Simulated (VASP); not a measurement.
# BN (zincblende type) (F-43m) in VASP: further runs, part 2 of 2

VASP 6.6.1. Earlier steps stand in the parts before.

## (4) Relaxation of cell and atoms, PBE, target pressure 76 GPa, at which the enthalpy is minimised

INCAR reads:

```
SYSTEM = BN
PREC = Accurate
ENCUT = 600
EDIFF = 1E-7
ISMEAR = -1
SIGMA = 0.05
LREAL = .False.
LASPH = .True.
NELM = 60
ALGO = Normal
ISIF = 3
LWAVE = .False.
LCHARG = .False.
GGA = PE
IBRION = 2
NSW = 32
EDIFFG = -0.005
PSTRESS = 760.0
```

KPOINTS reads:

```
Automatic mesh
0
Gamma
  16 16 16
  0 0 0
```

POSCAR reads:

```
BN
1.0
    0.0000000000      1.7214513251      1.7214513251
    1.7214513251      0.0000000000      1.7214513251
    1.7214513251      1.7214513251      0.0000000000
B N
1 1
Direct
    0.0000000000      0.0000000000      0.0000000000
    0.2500000000      0.2500000000      0.2500000000
```

Potentials or basis: VASP PAW PBE potentials, release 64 (B, N).

Command:

```bash
cat potpaw_PBE.64/B/POTCAR potpaw_PBE.64/N/POTCAR > POTCAR
mpirun -np 1 vasp_std > vasp.out
```

OUTCAR:

```text
SYSTEM = BN
   PREC = Accurate
   ENCUT = 600
   EDIFF = 1E-7
   ISMEAR = -1
   LREAL = .False.
   LASPH = .True.
   NELM = 60
   ISIF = 3
   GGA = PE
   IBRION = 2
   NSW = 32
   EDIFFG = -0.005
   PSTRESS = 760.0

 ion  position               nearest neighbor table
   1  0.000  0.000  0.000-   2 1.49   2 1.49   2 1.49   2 1.49
   2  0.250  0.250  0.250-   1 1.49   1 1.49   1 1.49   1 1.49

  LATTYP: Found a face centered cubic cell.
 ALAT       =     3.4429026502

  Lattice vectors:

 A1 = (   0.0000000000,   1.7214513251,   1.7214513251)
 A2 = (   1.7214513251,   0.0000000000,   1.7214513251)
 A3 = (   1.7214513251,   1.7214513251,   0.0000000000)

Analysis of symmetry for initial positions (statically):
=====================================================================
 Subroutine PRICEL returns:
 Original cell was already a primitive cell.

 Routine SETGRP: Setting up the symmetry group for a
 face centered cubic supercell.

 Subroutine GETGRP returns: Found 24 space group operations
 (whereof 24 operations were pure point group operations)
 out of a pool of 48 trial point group operations.

The static configuration has the point symmetry T_d .

Analysis of symmetry for dynamics (positions and initial velocities):
=====================================================================
 Subroutine PRICEL returns:
 Original cell was already a primitive cell.

 Routine SETGRP: Setting up the symmetry group for a
 face centered cubic supercell.

 Subroutine GETGRP returns: Found 24 space group operations
 (whereof 24 operations were pure point group operations)
 out of a pool of 48 trial point group operations.

The dynamic configuration has the point symmetry T_d .

 Subroutine INISYM returns: Found 24 space group operations
 (whereof 24 operations are pure point group operations),
 and found     1 'primitive' translations

----------------------------------------------------------------------------------------

                                     Primitive cell

  volume of cell :      10.2027

  direct lattice vectors                    reciprocal lattice vectors
     0.000000000  1.721451325  1.721451325    -0.290452592  0.290452592  0.290452592
     1.721451325  0.000000000  1.721451325     0.290452592 -0.290452592  0.290452592
     1.721451325  1.721451325  0.000000000     0.290452592  0.290452592 -0.290452592

  length of vectors
     2.434499811  2.434499811  2.434499811     0.503078647  0.503078647  0.503078647

  position of ions in fractional coordinates (direct lattice)
     0.000000000  0.000000000  0.000000000
     0.250000000  0.250000000  0.250000000

  ion indices of the primitive-cell ions
   primitive index   ion index
                 1           1
                 2           2

----------------------------------------------------------------------------------------

 KPOINTS: Automatic mesh

Automatic generation of k-mesh.
 Grid dimensions read from file:
 generate k-points for:   16   16   16

 Generating k-lattice:

  Cartesian coordinates                     Fractional coordinates (reciprocal lattice)
    -0.018153287  0.018153287  0.018153287     0.062500000  0.000000000  0.000000000
     0.018153287 -0.018153287  0.018153287     0.000000000  0.062500000  0.000000000
     0.018153287  0.018153287 -0.018153287     0.000000000  0.000000000  0.062500000

  Length of vectors
     0.031442415  0.031442415  0.031442415

  Shift w.r.t. Gamma in fractional coordinates (k-lattice)
     0.000000000  0.000000000  0.000000000

 Subroutine IBZKPT returns following result:
 ===========================================

 Found    145 irreducible k-points:

 Following reciprocal coordinates:
            Coordinates               Weight
  0.000000  0.000000  0.000000      1.000000
  0.062500  0.000000  0.000000      8.000000
  0.125000  0.000000  0.000000      8.000000
  0.187500  0.000000  0.000000      8.000000
  0.250000  0.000000  0.000000      8.000000
  0.312500  0.000000  0.000000      8.000000
[... 16 lines left out ...]
 -0.125000  0.062500  0.000000     24.000000
 -0.062500  0.062500  0.000000     12.000000
 [... further k-points ...]
   k-points           NKPTS =    145   k-points in BZ     NKDIM =    145   number of bands    NBANDS=      8
   number of dos      NEDOS =    301   number of ions     NIONS =      2
   total plane-waves  NPLWV =   8000
   dimension x,y,z NGX =    20 NGY =   20 NGZ =   20
   dimension x,y,z NGXF=    40 NGYF=   40 NGZF=   40
   ions per type =               1   1
   NGX,Y,Z   is equivalent  to a cutoff of  13.66, 13.66, 13.66 a.u.
   NGXF,Y,Z  is equivalent  to a cutoff of  27.32, 27.32, 27.32 a.u.
 SYSTEM =  BN
   PREC   = accura    normal or accurate (medium, high low for compatibility)
   ISTART =      0    job   : 0-new  1-cont  2-samecut
   ICHARG =      2    charge: 1-file 2-atom 10-const
   ISPIN  =      1    spin polarized calculation?
   LNONCOLLINEAR =      F non collinear calculations
   LSORBIT =      F    spin-orbit coupling
   LASPH  =      T    aspherical Exc in radial PAW
   ENCUT  =  600.0 eV  44.10 Ry    6.64 a.u.   4.86  4.86  4.86*2*pi/ulx,y,z
   NELM   =     60;   NELMIN=  2; NELMDL= -5     # of ELM steps
   EDIFF  = 0.1E-06   stopping-criterion for ELM
   LREAL  =      F    real-space projection
   EDIFFG = -.5E-02   stopping-criterion for IOM
   NSW    =     32    number of steps for IOM
   IBRION =      2    ionic relax: 0-MD 1-quasi-New 2-CG
   NFREE  =      1    steps in history (QN), initial steepest desc. (CG)
   ISIF   =      3    stress and relaxation
   ISYM   =      2    0-nonsym 1-usesym 2-fastsym
   POTIM  = 0.5000    time-step for ionic-motion
   TEBEG  =    0.0;   TEEND  =   0.0 temperature during run
   PSTRESS=  760.0 pullay stress
   NELECT =       8.0000    total number of electrons
   NUPDOWN=      -1.0000    fix difference up-down
   EMIN   =  10.00;   EMAX   =-10.00  energy-range for DOS
   EFERMI =   0.00;   METHOD = LEGACY
   ISMEAR =    -1;   SIGMA  =   0.05  broadening in eV -4-tet -1-fermi 0-gaus
   EFERMI_NEDOS =   21; number of points for ismear=-14 and -15
   IALGO  =     38    algorithm
   IMIX   =      4    mixing-type and parameters
     AMIX     =   0.40;   BMIX     =  1.00
     AMIX_MAG =   1.60;   BMIX_MAG =  1.00
  volume/ion in A,a.u.               =       5.10        34.43
  Fermi-wavevector in a.u.,A,eV,Ry     =   1.509617  2.852762 31.006904  2.278943
  Thomas-Fermi vector in A             =   2.619915
   LORBIT       =      0    0 simple, 1 ext, 2 COOP (PROOUT), +10 PAW based schemes
   GGA     = PE    functional components
   LHFCALC =     F    Hartree Fock is set to
   AEXX    =    0.0000 exact exchange contribution
   IVDW    =     0    specifies the selected vdW correction
   LEPSILON=     F    determine dielectric tensor
   LRPA    =     F    only Hartree local field effects (RPA)
 conjugate gradient relaxation of ions
 non-spin polarized calculation
  energy-cutoff  :      600.00
  volume of cell :       10.20
 maximum number of plane-waves:       360
   NGX =  9   NGY =  9   NGZ =  9

--------------------------------------- Ionic step        1  -------------------------------------------

 number of electron       8.0000002 magnetization

 Free energy of the ion-electron system (eV)
  ---------------------------------------------------
  ext. energy  EPLUGINS =         0.00000000
  ---------------------------------------------------
  free energy    TOTEN  =       -17.08834449 eV

  energy without entropy =      -17.08834449  energy(sigma->0) =      -17.08834449

------------------------ aborting loop because EDIFF is reached ----------------------------------------

  FORCE on cell =-STRESS in cart. coord.  units (eV):
  Direction    XX          YY          ZZ          XY          YZ          ZX
  --------------------------------------------------------------------------------------
  -------------------------------------------------------------------------------------
  Total        4.8672844      4.8672844      4.8672844     -0.0000000      0.0000000     -0.0000000
  in kB      764.3338096    764.3338096    764.3338096     -0.0000000      0.0000000     -0.0000000
  external PRESSURE =       4.3338096 kB  Pullay stress =     760.0000000 kB
[... 63 lines left out ...]
--------------------------------------- Ionic step        3  -------------------------------------------

 number of electron       8.0000002 magnetization

 Free energy of the ion-electron system (eV)
  ---------------------------------------------------
  ext. energy  EPLUGINS =         0.00000000
  ---------------------------------------------------
  free energy    TOTEN  =       -17.09160820 eV

  energy without entropy =      -17.09160820  energy(sigma->0) =      -17.09160820

 E-fermi :  10.3076     XC(G=0): -13.5562

 val. band max:        9.3068397972   @ k =   0.0000   0.0000   0.0000
 cond. band min:      13.9064415983   @ k =   0.5000   0.5000   0.0000
 fundamental gap:      4.5996018011
 Fermi energy:        10.3075516556

 k-point     1 :       0.0000    0.0000    0.0000
  band No.  band energies     occupation
      1     -12.6791      2.00000
      2       9.3068      2.00000
      3       9.3068      2.00000
      4       9.3068      2.00000
      5      18.8225      0.00000
      6      18.8225      0.00000
      7      18.8225      0.00000
      8      22.1307      0.00000
[... 243 lines left out ...]
 k-point    24 :      -0.0625    0.0625    0.0000
  band No.  band energies     occupation
      1     -12.3955      2.00000
      2       8.0731      2.00000
      3       8.5544      2.00000
      4       9.1999      2.00000
      5      19.0632      0.00000
      6      19.2308      0.00000
      7      19.6866      0.00000
      8      22.8145      0.00000

 [... further k-points ...]
[... 5 lines left out ...]
  --------------------------------------------------------------------------------------
  -------------------------------------------------------------------------------------
  Total        4.8436998      4.8436998      4.8436998     -0.0000000      0.0000000     -0.0000000
  in kB      760.1190425    760.1190425    760.1190425     -0.0000000      0.0000000     -0.0000000
  external PRESSURE =       0.1190425 kB  Pullay stress =     760.0000000 kB
[... 21 lines left out ...]
  energy  without entropy=      -17.0916082029  energy(sigma->0) =      -17.09160820

  enthalpy is  TOTEN    =       -12.2486669318 eV   P V=        4.8429412711

 reached required accuracy - stopping structural energy minimisation
```

CONTCAR:

```text
BN
   1.00000000000000
    -0.0000000000000000    1.7218371175929847    1.7218371175929847
     1.7218371175929847    0.0000000000000000    1.7218371175929847
     1.7218371175929847    1.7218371175929847   -0.0000000000000000
  B               N
     1     1
Direct
     0.0000000000000000    0.0000000000000000    0.0000000000000000
     0.2500000000000000    0.2500000000000000    0.2500000000000000

  0.00000000E+00  0.00000000E+00  0.00000000E+00
  0.00000000E+00  0.00000000E+00  0.00000000E+00
```

Wall time 16 s (1 thread of Intel Xeon Platinum 8488C (Sapphire Rapids), shared host); peak memory 0.12 GiB.

What came out:

```yaml
Free_energy: -17.0916 eV
Relaxed_volume: 5.10 Å³/atom
Relaxed_cell: a = 2.435 Å, b = 2.435 Å, c = 2.435 Å, α = 60.00°, β = 60.00°, γ = 60.00°
Space_group_after_relaxing_to_0.05_Å: F-43m (No. 216)
Energy_change_on_relaxing_the_enthalpy_is_what_falls: -1.6 meV/atom
Ionic_steps: 3
Pressure_after_relaxing: 76.0 GPa
Band_gap_on_the_k_mesh: 4.60 eV, indirect (least direct gap 9.52 eV)
```

Step by step:
```csv
step,energy change (eV),largest force (eV/Å),pressure (GPa),volume (Å³)
1,0.0000,0.0000,76.43,10.20
2,-0.0096,0.0000,75.18,10.22
3,-0.0033,0.0000,76.01,10.21
```

Final structure:
```yaml
crystal:
  lattice:
    - [0.00000, 1.72184, 1.72184]
    - [1.72184, 0.00000, 1.72184]
    - [1.72184, 1.72184, 0.00000]
  atoms:
    - { symbol: B, position: [0.00000, 0.00000, 0.00000] }
    - { symbol: N, position: [0.25000, 0.25000, 0.25000] }
```

Levels at points of the mesh, in eV from the valence-band top:
| k point | band 2 | band 3 | band 4 | band 5 | band 6 | band 7 |
| --- | --- | --- | --- | --- | --- | --- |
| (0.00, 0.00, 0.00) | 0.00 | 0.00 | 0.00 | 9.52 | 9.52 | 9.52 |
| (0.50, 0.00, 0.00) | -12.11 | -2.23 | -2.23 | 11.50 | 11.50 | 12.13 |
| (0.50, 0.50, 0.00) | -9.93 | -5.67 | -5.67 | 4.60 | 10.04 | 20.27 |

Caveat: the cell is relaxed towards a set pressure, so the enthalpy falls and the energy may rise. A k mesh can miss the band edges.

## (5) Relaxation of cell and atoms, PBE, target pressure 76 GPa, at which the enthalpy is minimised

This run uses another cell than the first one, of 5.29 Å³/atom, 1.037 times its volume.

INCAR reads:

```
SYSTEM = BN
  PREC = Accurate
  ENCUT = 600
  EDIFF = 1E-6
  ISMEAR = -1
  SIGMA = 0.05
  LREAL = .False.
  LASPH = .True.
  NELM = 100
  ALGO = Normal
  ISIF = 3
  LWAVE = .False.
  LCHARG = .False.
  GGA = PE
  IBRION = 2
  NSW = 60
  EDIFFG = -0.005
  PSTRESS = 760.0
```

KPOINTS is that of step 4.

POSCAR reads:

```
BN
1.0
    0.0000000000      1.7424030860      1.7424030860
    1.7424030860      0.0000000000      1.7424030860
    1.7424030860      1.7424030860      0.0000000000
B N
1 1
Direct
    0.0000000000      0.0000000000      0.0000000000
    0.2500000000      0.2500000000      0.2500000000
```

Potentials or basis: VASP PAW PBE potentials, release 64 (B, N).

Command:

```bash
cat potpaw_PBE.64/B/POTCAR potpaw_PBE.64/N/POTCAR > POTCAR
mpirun -np 1 vasp_std > vasp.out
```

OUTCAR:

```text
SYSTEM = BN
   PREC = Accurate
   ENCUT = 600
   EDIFF = 1E-6
   ISMEAR = -1
   LREAL = .False.
   LASPH = .True.
   NELM = 100
   ISIF = 3
   GGA = PE
   IBRION = 2
   NSW = 60
   EDIFFG = -0.005
   PSTRESS = 760.0

 ion  position               nearest neighbor table
   1  0.000  0.000  0.000-   2 1.51   2 1.51   2 1.51   2 1.51
   2  0.250  0.250  0.250-   1 1.51   1 1.51   1 1.51   1 1.51

  LATTYP: Found a face centered cubic cell.
 ALAT       =     3.4848061720

  Lattice vectors:

 A1 = (   0.0000000000,   1.7424030860,   1.7424030860)
 A2 = (   1.7424030860,   0.0000000000,   1.7424030860)
 A3 = (   1.7424030860,   1.7424030860,   0.0000000000)

Analysis of symmetry for initial positions (statically):
=====================================================================
 Subroutine PRICEL returns:
[... 176 lines left out ...]
 cond. band min:      13.3882335094   @ k =   0.5000   0.5000   0.0000
 fundamental gap:      4.5677830638
 Fermi energy:         9.7014364772

 k-point     1 :       0.0000    0.0000    0.0000
  band No.  band energies     occupation
      1     -12.7179      2.00000
      2       8.8204      2.00000
      3       8.8204      2.00000
      4       8.8205      2.00000
      5      18.1656      0.00000
      6      18.1656      0.00000
      7      18.1656      0.00000
      8      21.0199      0.00000
[... 366 lines left out ...]
--------------------------------------- Ionic step        4  -------------------------------------------

 number of electron       8.0000002 magnetization

 Free energy of the ion-electron system (eV)
  ---------------------------------------------------
  ext. energy  EPLUGINS =         0.00000000
  ---------------------------------------------------
  free energy    TOTEN  =       -17.09314913 eV

  energy without entropy =      -17.09314913  energy(sigma->0) =      -17.09314913

 E-fermi :  10.3079     XC(G=0): -13.5561

 val. band max:        9.3070868717   @ k =   0.0000   0.0000   0.0000
 cond. band min:      13.9065671928   @ k =   0.5000   0.5000   0.0000
 fundamental gap:      4.5994803211
 Fermi energy:        10.3078971923

 k-point     1 :       0.0000    0.0000    0.0000
  band No.  band energies     occupation
      1     -12.6789      2.00000
      2       9.3071      2.00000
      3       9.3071      2.00000
      4       9.3071      2.00000
      5      18.8226      0.00000
      6      18.8226      0.00000
      7      18.8226      0.00000
      8      22.1309      0.00000
[... 286 lines left out ...]
  energy  without entropy=      -17.0931491273  energy(sigma->0) =      -17.09314913

  enthalpy is  TOTEN    =       -12.2501716586 eV   P V=        4.8429774687

 reached required accuracy - stopping structural energy minimisation
```

OSZICAR:

```text
N       E                     dE             d eps       ncg     rms          rms(c)
DAV:   1     0.147675901427E+02    0.14768E+02   -0.59002E+03  2392   0.114E+03
DAV:   2    -0.181666299776E+02   -0.32934E+02   -0.31757E+02  3272   0.215E+02
DAV:   3    -0.184009898551E+02   -0.23436E+00   -0.23436E+00  2648   0.207E+01
DAV:   4    -0.184012237799E+02   -0.23392E-03   -0.23393E-03  3264   0.570E-01
[... 26 lines left out ...]
   3 F= -.12250160E+02 E0= -.12250160E+02  d E =-.251981E-01
       N       E                     dE             d eps       ncg     rms          rms(c)
DAV:   1    -0.170931564205E+02    0.34876E-02   -0.25875E-04  2488   0.172E-01    0.206E-02
DAV:   2    -0.170931494703E+02    0.69502E-05   -0.28204E-05  2752   0.462E-02    0.631E-03
DAV:   3    -0.170931491273E+02    0.34304E-06   -0.13451E-06  1336   0.112E-02
   4 F= -.12250172E+02 E0= -.12250172E+02  d E =-.252100E-01
```

CONTCAR:

```text
BN
   1.00000000000000
    -0.0000000000000000    1.7218414074307040    1.7218414074307040
     1.7218414074307040    0.0000000000000000    1.7218414074307040
     1.7218414074307040    1.7218414074307040    0.0000000000000000
  B               N
     1     1
Direct
     1.0000000000000000    0.0000000000000000    1.0000000000000000
     0.2500000000000000    0.2500000000000000    0.2500000000000000

  0.00000000E+00  0.00000000E+00  0.00000000E+00
  0.00000000E+00  0.00000000E+00  0.00000000E+00
```

Wall time 20 s (1 thread of Intel Xeon Platinum 8488C (Sapphire Rapids), shared host); peak memory 0.13 GiB.

Results:

- Free energy: -17.0931 eV
- Relaxed volume: 5.10 Å³/atom
- Relaxed cell: a = 2.435 Å, b = 2.435 Å, c = 2.435 Å, α = 60.00°, β = 60.00°, γ = 60.00°
- Space group after relaxing (to 0.05 Å): F-43m (No. 216)
- Energy change on relaxing (the enthalpy is what falls): +75.2 meV/atom
- Ionic steps: 4
- Pressure after relaxing: 76.0 GPa
- Band gap on the k mesh: 4.60 eV, indirect (least direct gap 9.52 eV)

The path:
```csv
step,energy change (eV),largest force (eV/Å),pressure (GPa),volume (Å³)
1,0.0000,0.0000,54.76,10.58
2,0.5616,0.0000,123.57,9.54
3,0.1469,0.0000,75.52,10.22
4,0.1504,0.0000,75.96,10.21
```

Final structure:
```
B N
1.0
     0.00000    1.72184    1.72184
     1.72184    0.00000    1.72184
     1.72184    1.72184    0.00000
B N
1 1
Cartesian
  1.7218 3.4437 1.7218
  0.8609 0.8609 0.8609
```

Caveat: the cell is relaxed towards a set pressure, so the enthalpy falls and the energy may rise. A k mesh can miss the band edges.

## (6) Summary

```csv
task,cell,cutoff (eV),gap on the mesh (eV),pressure (GPa)
single point,"a = 2.434 Å, angles 60.0°, 2 atoms",520,4.60,76.7
single point,"a = 2.435 Å, angles 60.0°, 2 atoms",520,4.60,76.7
relaxation of cell and atoms,"relaxed to 76 GPa from a = 2.434 Å, angles 60.0°, 2 atoms",600,4.60,76.0
relaxation of cell and atoms,"relaxed to 76 GPa from a = 2.464 Å, angles 60.0°, 2 atoms",600,4.60,76.0
```

Alike in all rows: level PBE; potentials or basis VASP PAW PBE potentials, release 64 (B, N); no spin polarisation; k mesh 16 × 16 × 16; smearing fermi-dirac 0.05 eV.

Caveats: the cell is relaxed towards a set pressure, so the enthalpy falls and the energy may rise (some runs).

Total energies depend on the potentials used, so only differences within one code and one set of settings carry meaning.
